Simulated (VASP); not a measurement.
Wanted: the native input for a VASP 6.6.1 run.

```yaml
Task: single point
Functional: PBE
Potentials_or_basis: VASP PAW PBE potentials, release 64 (Ta_pv, N)
Cutoff: 520 eV
k_mesh: 10 × 10 × 6
Occupations: fermi-dirac, width 0.05 eV
Spin: no spin polarisation
Dipole_correction: no
Further_INCAR_settings: ALGO = Normal; EDIFF = 1e-06; NBANDS = 24
```

The structure of TaN lies in POSCAR:

```
TaN
1.0
    3.0480018400      0.0000000000      0.0000000000
   -1.5240009200      2.6396470300      0.0000000000
    0.0000000000      0.0000000000      4.9179997800
Ta N
2 2
Direct
    0.0176010000     -0.0052160000     -0.0093130000
    0.0032460000     -0.0003330000      0.4990450000
    0.3239960000      0.6599410000      0.2570440000
    0.6634920000      0.3339400000      0.7444390000
```

This cell differs from its parent crystal: atoms moved at random.

The input as run:

INCAR

```
SYSTEM = TaN
PREC     = Accurate       ! precision mode
ENCUT    = 520            ! plane-wave cutoff, eV
EDIFF    = 1E-6           ! SCF threshold, eV
ISMEAR   = -1             ! smearing method
SIGMA    = 0.05           ! smearing width, eV
LREAL    = .FALSE.        ! projectors in reciprocal space
LASPH    = .TRUE.         ! aspherical terms in the spheres
NELM     = 60             ! most SCF steps
ALGO     = Normal         ! electronic algorithm
ISIF     = 2              ! what is computed and relaxed
LWAVE    = .FALSE.        ! write WAVECAR
LCHARG   = .FALSE.        ! write CHGCAR
GGA      = PE             ! functional
NBANDS   = 24             ! bands
```

KPOINTS

```
Automatic mesh
0
G
  10 10 6
  0 0 0
```

Potentials or basis: VASP PAW PBE potentials, release 64 (Ta_pv, N).

Command:

```bash
$ cat potpaw_PBE.64/Ta_pv/POTCAR potpaw_PBE.64/N/POTCAR > POTCAR
$ mpirun -np 1 vasp_std > vasp.out
```

Results of the run:

| Item | Value |
| --- | --- |
| Pressure | 62.2 GPa |
| Largest force | 2.048 eV/Å |
| Band gap on the k mesh | zero (band 16 reaches 10.64 eV, above the bottom of band 17 at 8.16 eV) |

Caveat: the cell differs from its parent crystal (atoms moved at random); spin-orbit coupling is left out, which moves the levels of the heavy elements; forces of over 1 eV/Å act on the atoms, so gaps and moduli don't describe the material at rest.

Wall time 4.4 min on 1 thread of Intel(R) Xeon(R) Platinum 8375C CPU @ 2.90GHz (Ice Lake), with other jobs on the host, peak memory 0.35 GiB.
